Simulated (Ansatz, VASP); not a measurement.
C in VASP and in Ansatz

```
CELL_PARAMETERS angstrom
0.00000 1.78337 1.78337
1.78337 0.00000 1.78337
1.78337 1.78337 0.00000
ATOMIC_POSITIONS crystal
C 0.75000 0.75000 0.75000
C 0.50000 0.50000 0.50000
```

Alike in both runs: functional RPBE; k mesh 7 × 7 × 7; occupations fermi-dirac, width 0.05 eV; no spin polarisation.

|  | VASP | Ansatz |
| --- | --- | --- |
| version | VASP 6.6.1 | Ansatz 0.2.0 |
| potentials or method | VASP PAW PBE potentials, release 64 (C) | Ansatz PAW |
| plane-wave cutoff (eV) | 520 | 420 |
| valence electrons in the cell | 8 | 8 |
| task | single point | projected density of states |

VASP gave:

- gap on the k mesh at the Fermi level (eV): 4.26
- least direct gap on the mesh (eV): 5.59
- pressure (GPa): 8.5

Question: What did Ansatz give for the same quantities?

Answer: gap on the k mesh at the Fermi level (eV): 4.27; least direct gap on the mesh (eV): 5.60; pressure (GPa): 8.0.

VASP's potentials were made for PBE, not for RPBE.

The k mesh is coarse, so the values compare programs but aren't converged. Noted on Ansatz's run: odd divisions of the mesh miss points on the zone boundary, where band edges often lie, so the gap on the mesh can be too wide.
